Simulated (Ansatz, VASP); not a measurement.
**NaH: VASP beside Ansatz**

```
CELL_PARAMETERS angstrom
2.44000 2.44000 0.00000
-2.44000 2.44000 0.00000
0.00000 2.44000 2.44000
ATOMIC_POSITIONS crystal
Na 0.00000 0.00000 0.00000
H 0.50000 0.50000 0.00000
```

Alike in both runs: task relaxation of cell and atoms; functional r2SCAN; k mesh 12 × 12 × 12; occupations fermi-dirac, width 0.08 eV; no spin polarisation.

|  | VASP | Ansatz |
| --- | --- | --- |
| version | VASP 6.6.1 | Ansatz 0.2.0 |
| potentials or method | VASP PAW PBE potentials, release 64 (Na_pv, H) | PAW with Ansatz's default frozen-core files, scalar-relativistic |
| plane-wave cutoff (eV) | 600 | 500 |
| valence electrons in the cell | 8 | 10 |

```csv
,VASP,Ansatz,Ansatz less VASP
relaxed volume (Å³/atom),13.62,13.78,+0.154
relaxed length of the cell vector where the two differ most in proportion (Å),3.377,3.390,+0.0127
```

VASP's potentials were made for PBE, not for r2SCAN. VASP's potentials hold 8 valence electrons a cell and Ansatz's 10, so a difference there can come from the potentials and not from the codes.
